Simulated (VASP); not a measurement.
A run of VASP 6.6.1 is set up as follows.

INCAR

```
PREC = Accurate
ENCUT = 600
EDIFF = 1E-6
ISMEAR = 0
SIGMA = 0.05
LREAL = False
LASPH = True
NELM = 120
ALGO = Normal
ISIF = 2
LWAVE = False
LCHARG = False
GGA = PE
NBANDS = 9
GGA_COMPAT = False
```

The input KPOINTS:

```
Automatic mesh
0
Gamma
  14 14 14
```

POSCAR

```
MgH2
1.0
    0.0000000000      2.3810671700      2.3810671700
    2.3810671700      0.0000000000      2.3810671700
    2.3810671700      2.3810671700      0.0000000000
Mg H
1 2
Direct
    0.0000000000      0.0000000000      0.0000000000
    0.7500000000      0.7500000000      0.7500000000
    0.2500000000      0.2500000000      0.2500000000
```

Potentials or basis: VASP PAW PBE potentials, release 64 (Mg, H).

Run with:

```bash
$ cat potpaw_PBE.64/Mg/POTCAR potpaw_PBE.64/H/POTCAR > POTCAR
$ mpirun -np 1 vasp_std > vasp.out
```

Problem. Predict the pressure.

Solution. -0.5 GPa.

Problem. What does it give for the band gap on the k mesh?

Solution. Zero (band 2 reaches 3.86 eV, above the bottom of band 3 at 2.59 eV).
